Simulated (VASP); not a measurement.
# H (P-1) in VASP: single point with PBE

Aim: the single point of H with PBE.

Everything below comes from runs of VASP 6.6.1. Logs are shortened: lines on timing, memory, paths and dates and some standing lists are left out, and cuts for length are marked.

## 1. The cell of the first run

The typed cell holds 4 atoms: a = 3.124 Å, b = 2.907 Å, c = 6.478 Å, α = 92.75°, β = 83.14°, γ = 120.08°.

## 2. Single point, PBE (strained and its atoms moved)

Input file INCAR:

```
SYSTEM = H
PREC = Accurate
ENCUT = 520
EDIFF = 1E-6
ISMEAR = 0
SIGMA = 0.02
LREAL = .False.
LASPH = .True.
NELM = 100
ALGO = Normal
ISIF = 2
LWAVE = .False.
LCHARG = .False.
GGA = PE
NBANDS = 10
```

Input file KPOINTS:

```
regular mesh
0
Gamma
  8 8 4
  0 0 0
```

Input file POSCAR:

```
H
1.0
    1.6098986341     -2.6701545956      0.1912109732
    1.4027273988      2.5451299393     -0.0707032943
    0.2307682431     -0.3026820676      6.4663092699
H
4
Direct
    0.5715891197      0.4334445709      1.0009813036
    0.4284108803      0.5665554291     -0.0009813036
    0.4242347774      0.5655455051      0.5047006739
    0.5757652226      0.4344544949      0.4952993261
```

Potentials or basis: VASP PAW PBE potentials, release 64 (H).

Started as:

```bash
$ cat potpaw_PBE.64/H/POTCAR > POTCAR
$ mpirun -np 1 vasp_std > vasp.out
```

OUTCAR:

```text
SYSTEM = H
   PREC = Accurate
   ENCUT = 520
   EDIFF = 1E-6
   ISMEAR = 0
   LREAL = .False.
   LASPH = .True.
   NELM = 100
   ISIF = 2
   GGA = PE

 ion  position               nearest neighbor table
   1  0.572  0.433  0.001-   2 0.72
   2  0.428  0.567  0.999-   1 0.72
   3  0.424  0.566  0.505-   4 0.74
   4  0.576  0.434  0.495-   3 0.74

  LATTYP: Found a triclinic cell.
 ALAT       =     9.9089757899
 B/A-ratio  =     0.5081603541
 C/A-ratio  =     0.6910071920
 COS(alpha) =     0.0013715428
 COS(beta)  =     0.6379474426
 COS(gamma) =     0.7566171034

  Lattice vectors:

 A1 = (   7.1972112215,   2.5977626943,  -6.2959972064)
 A2 = (   4.4153534317,   2.4201052830,   0.0498043846)
 A3 = (   1.3791303910,  -2.3674725280,  -6.2750982967)

Analysis of symmetry for initial positions (statically):
=====================================================================
 Subroutine PRICEL returns:
 Original cell was already a primitive cell.

 Routine SETGRP: Setting up the symmetry group for a
 triclinic supercell.

 Subroutine GETGRP returns: Found  2 space group operations
 (whereof  2 operations were pure point group operations)
 out of a pool of  2 trial point group operations.

The static configuration has the point symmetry S_2 .

Analysis of symmetry for dynamics (positions and initial velocities):
=====================================================================
 Subroutine PRICEL returns:
 Original cell was already a primitive cell.

 Routine SETGRP: Setting up the symmetry group for a
 triclinic supercell.

 Subroutine GETGRP returns: Found  2 space group operations
 (whereof  2 operations were pure point group operations)
 out of a pool of  2 trial point group operations.

The dynamic configuration has the point symmetry S_2 .

 Subroutine INISYM returns: Found  2 space group operations
 (whereof  2 operations are pure point group operations),
 and found     1 'primitive' translations

----------------------------------------------------------------------------------------

                                     Primitive cell

  volume of cell :      50.5302

  direct lattice vectors                    reciprocal lattice vectors
     1.609898634 -2.670154596  0.191210973     0.325274446 -0.179828649 -0.020025940
     1.402727399  2.545129939 -0.070703294     0.340551883  0.205144019 -0.002550936
     0.230768243 -0.302682068  6.466309270    -0.005894847  0.007560660  0.155212004

  length of vectors
     3.123789496  2.906945049  6.477501524     0.372213442  0.397575352  0.155507810

  position of ions in fractional coordinates (direct lattice)
     0.571589120  0.433444571  0.000981304
     0.428410880  0.566555429  0.999018696
     0.424234777  0.565545505  0.504700674
     0.575765223  0.434454495  0.495299326

  ion indices of the primitive-cell ions
   primitive index   ion index
                 1           1
                 2           2
                 3           3
                 4           4

----------------------------------------------------------------------------------------

 KPOINTS: regular mesh

Automatic generation of k-mesh.
 Grid dimensions read from file:
 generate k-points for:    8    8    4

 Generating k-lattice:

  Cartesian coordinates                     Fractional coordinates (reciprocal lattice)
     0.040659306 -0.022478581 -0.002503242     0.125000000  0.000000000  0.000000000
     0.042568985  0.025643002 -0.000318867     0.000000000  0.125000000  0.000000000
    -0.001473712  0.001890165  0.038803001     0.000000000 -0.000000000  0.250000000

  Length of vectors
     0.046526680  0.049696919  0.038876953

  Shift w.r.t. Gamma in fractional coordinates (k-lattice)
     0.000000000  0.000000000  0.000000000

 Subroutine IBZKPT returns following result:
 ===========================================

 Found    132 irreducible k-points:

 Following reciprocal coordinates:
            Coordinates               Weight
  0.000000  0.000000  0.000000      1.000000
  0.125000  0.000000  0.000000      2.000000
  0.250000  0.000000  0.000000      2.000000
  0.375000  0.000000 -0.000000      2.000000
  0.500000  0.000000  0.000000      1.000000
  0.000000  0.125000  0.000000      2.000000
[... 16 lines left out ...]
  0.125000  0.375000 -0.000000      2.000000
  0.250000  0.375000 -0.000000      2.000000
 [... further k-points ...]
   k-points           NKPTS =    132   k-points in BZ     NKDIM =    132   number of bands    NBANDS=     10
   number of dos      NEDOS =    301   number of ions     NIONS =      4
   total plane-waves  NPLWV =  27648
   dimension x,y,z NGX =    24 NGY =   24 NGZ =   48
   dimension x,y,z NGXF=    48 NGYF=   48 NGZF=   96
   ions per type =               4
   NGX,Y,Z   is equivalent  to a cutoff of  12.77, 13.73, 12.32 a.u.
   NGXF,Y,Z  is equivalent  to a cutoff of  25.55, 27.45, 24.64 a.u.
 SYSTEM =  H
   PREC   = accura    normal or accurate (medium, high low for compatibility)
   ISTART =      0    job   : 0-new  1-cont  2-samecut
   ICHARG =      2    charge: 1-file 2-atom 10-const
   ISPIN  =      1    spin polarized calculation?
   LNONCOLLINEAR =      F non collinear calculations
   LSORBIT =      F    spin-orbit coupling
   LASPH  =      T    aspherical Exc in radial PAW
   ENCUT  =  520.0 eV  38.22 Ry    6.18 a.u.   5.81  5.40 12.04*2*pi/ulx,y,z
   NELM   =    100;   NELMIN=  2; NELMDL= -5     # of ELM steps
   EDIFF  = 0.1E-05   stopping-criterion for ELM
   LREAL  =      F    real-space projection
   EDIFFG = 0.1E-04   stopping-criterion for IOM
   NSW    =      0    number of steps for IOM
   IBRION =     -1    ionic relax: 0-MD 1-quasi-New 2-CG
   NFREE  =      0    steps in history (QN), initial steepest desc. (CG)
   ISIF   =      2    stress and relaxation
   ISYM   =      2    0-nonsym 1-usesym 2-fastsym
   POTIM  = 0.5000    time-step for ionic-motion
   TEBEG  =    0.0;   TEEND  =   0.0 temperature during run
   PSTRESS=    0.0 pullay stress
   NELECT =       4.0000    total number of electrons
   NUPDOWN=      -1.0000    fix difference up-down
   EMIN   =  10.00;   EMAX   =-10.00  energy-range for DOS
   EFERMI =   0.00;   METHOD = LEGACY
   ISMEAR =     0;   SIGMA  =   0.02  broadening in eV -4-tet -1-fermi 0-gaus
   EFERMI_NEDOS =   21; number of points for ismear=-14 and -15
   IALGO  =     38    algorithm
   IMIX   =      4    mixing-type and parameters
     AMIX     =   0.40;   BMIX     =  1.00
     AMIX_MAG =   1.60;   BMIX_MAG =  1.00
  volume/ion in A,a.u.               =      12.63        85.25
  Fermi-wavevector in a.u.,A,eV,Ry     =   0.702928  1.328342  6.722750  0.494108
  Thomas-Fermi vector in A             =   1.787761
   LORBIT       =      0    0 simple, 1 ext, 2 COOP (PROOUT), +10 PAW based schemes
   GGA     = PE    functional components
   LHFCALC =     F    Hartree Fock is set to
   AEXX    =    0.0000 exact exchange contribution
   IVDW    =     0    specifies the selected vdW correction
   LEPSILON=     F    determine dielectric tensor
   LRPA    =     F    only Hartree local field effects (RPA)
 non-spin polarized calculation
 Gauss-broadening in eV      SIGMA  =   0.02
  energy-cutoff  :      520.00
  volume of cell :       50.53
 maximum number of plane-waves:      1377
   NGX = 11   NGY = 11   NGZ = 23

 number of electron       3.9999999 magnetization

 Free energy of the ion-electron system (eV)
  ---------------------------------------------------
  ext. energy  EPLUGINS =         0.00000000
  ---------------------------------------------------
  free energy    TOTEN  =       -13.52942998 eV

  energy without entropy =      -13.52942998  energy(sigma->0) =      -13.52942998

 E-fermi :  -8.2748     XC(G=0):  -5.0857

 val. band max:       -8.3685744219   @ k =   0.3750   0.3750  -0.0000
 cond. band min:      -0.1180064334   @ k =   0.5000   0.5000   0.0000
 fundamental gap:      8.2505679885
 Fermi energy:        -8.2747750712

 k-point     1 :       0.0000    0.0000    0.0000
  band No.  band energies     occupation
      1     -10.6763      2.00000
      2     -10.0427      2.00000
      3       0.5964      0.00000
      4       4.3732      0.00000
      5       9.1989      0.00000
      6       9.6672      0.00000
      7       9.8668      0.00000
      8      10.3438      0.00000
      9      13.4795      0.00000
     10      15.4462      0.00000

 k-point     2 :       0.1250    0.0000    0.0000
  band No.  band energies     occupation
      1     -10.5022      2.00000
      2      -9.8933      2.00000
      3       0.9190      0.00000
      4       4.0227      0.00000
      5       7.5719      0.00000
      6       9.0632      0.00000
      7       9.6230      0.00000
      8      11.4686      0.00000
      9      12.5989      0.00000
     10      14.8251      0.00000

 k-point     3 :       0.2500    0.0000    0.0000
  band No.  band energies     occupation
      1     -10.0399      2.00000
      2      -9.5018      2.00000
      3       1.8708      0.00000
      4       2.8697      0.00000
      5       5.2119      0.00000
      6       8.3351      0.00000
      7      10.4398      0.00000
      8      11.1138      0.00000
      9      11.5525      0.00000
     10      12.3395      0.00000
[... 248 lines left out ...]
 k-point    23 :       0.1250    0.3750   -0.0000
  band No.  band energies     occupation
      1      -8.9593      2.00000
      2      -8.5647      2.00000
      3       2.0180      0.00000
      4       3.9330      0.00000
      5       5.0249      0.00000
      6       5.1829      0.00000
      7       6.8322      0.00000
      8       8.6850      0.00000
      9      10.6816      0.00000
     10      13.0441      0.00000

 k-point    24 :       0.2500    0.3750   -0.0000
  band No.  band energies     occupation
      1      -8.7511      2.00000
      2      -8.3944      2.00000
      3       1.8972      0.00000
      4       3.4062      0.00000
      5       3.6580      0.00000
      6       5.6728      0.00000
      7       6.6251      0.00000
      8       8.4586      0.00000
      9      10.0075      0.00000
     10      11.6045      0.00000

 [... further k-points ...]

------------------------ aborting loop because EDIFF is reached ----------------------------------------

  FORCE on cell =-STRESS in cart. coord.  units (eV):
  Direction    XX          YY          ZZ          XY          YZ          ZX
  --------------------------------------------------------------------------------------
  -------------------------------------------------------------------------------------
  Total        0.1783448      1.0687218      0.0012856     -0.0219199     -0.0491601      0.0096785
  in kB        5.6548323     33.8862766      0.0407623     -0.6950195     -1.5587338      0.3068800
  external PRESSURE =      13.1939571 kB  Pullay stress =       0.0000000 kB

 VOLUME and BASIS-vectors are now :
 -----------------------------------------------------------------------------
  energy-cutoff  :      520.00
  volume of cell :       50.53
      direct lattice vectors                 reciprocal lattice vectors
     1.609898634 -2.670154596  0.191210973     0.325274446 -0.179828649 -0.020025940
     1.402727399  2.545129939 -0.070703294     0.340551883  0.205144019 -0.002550936
     0.230768243 -0.302682068  6.466309270    -0.005894847  0.007560660  0.155212004

 POSITION                                       TOTAL-FORCE (eV/Angst)
 -----------------------------------------------------------------------------------
      1.52843     -0.42336      0.08499         0.061316     -0.904538      0.064893
      1.71496     -0.00435      6.50182        -0.061316      0.904538     -0.064893
      1.59275      0.15385      3.30468        -0.036504      0.391940      0.014239
      1.65064     -0.58156      3.28213         0.036504     -0.391940     -0.014239
 -----------------------------------------------------------------------------------
    total drift:                               -0.000000     -0.000000      0.000000

  FREE ENERGIE OF THE ION-ELECTRON SYSTEM (eV)
  ---------------------------------------------------
  free  energy   TOTEN  =       -13.5294299767 eV

  energy  without entropy=      -13.5294299767  energy(sigma->0) =      -13.52942998
```

Run time: 37 s. Hardware: 1 thread of Intel Xeon 6975P-C, shared host; peak memory 0.19 GiB.

Results:

* Free energy: -13.5294 eV
* Pressure: 1.3 GPa
* Largest force: 0.909 eV/Å
* Band gap on the k mesh: 8.25 eV

Forces on the atoms (eV/Å):
```
H    0.061 -0.905  0.065
H   -0.061  0.905 -0.065
H   -0.037  0.392  0.014
H    0.037 -0.392 -0.014
```

Caveat: the cell differs from its parent crystal (strained and its atoms moved). A k mesh can miss the band edges.
